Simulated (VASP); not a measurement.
Input of a VASP 6.6.1 run:

INCAR

```
SYSTEM = Li3Pt
PREC = Accurate
ENCUT = 520
EDIFF = 1E-6
ISMEAR = -1
SIGMA = 0.1
LREAL = .False.
LASPH = .True.
NELM = 80
ALGO = Normal
ISIF = 2
LWAVE = .False.
LCHARG = .False.
NBANDS = 18
```

File KPOINTS:

```
regular mesh
0
Gamma
  5 5 6
  0 0 0
```

File POSCAR:

```
Li3Pt
1.0
   -1.9642800000      1.9642800000      3.6403000000
    1.9642800000     -1.9642800000      3.6403000000
    1.9642800000      1.9642800000     -3.6403000000
Li Pt
3 1
Direct
    0.7464800000      0.2309100000      0.4840600000
    0.2619700000      0.7803800000      0.5461600000
    0.5201100000      0.5072200000      0.0147200000
    0.0048900000      0.9847300000      0.9852100000
```

Potentials or basis: VASP PAW LDA potentials, release 64 (Li_sv, Pt).

Launch:

```bash
$ cat potpaw_LDA.64/Li_sv/POTCAR potpaw_LDA.64/Pt/POTCAR > POTCAR
$ mpirun -np 1 vasp_std > vasp.out
```

Problem. Predict the largest force.

Solution. 0.592 eV/Å.

Forces on the atoms (eV/Å):
```
Li   0.300  0.123  0.141
Li  -0.556 -0.116  0.168
Li  -0.043 -0.063 -0.156
Pt   0.299  0.056 -0.153
```

Caveat: the k points lie up to 0.38 Å⁻¹ apart.
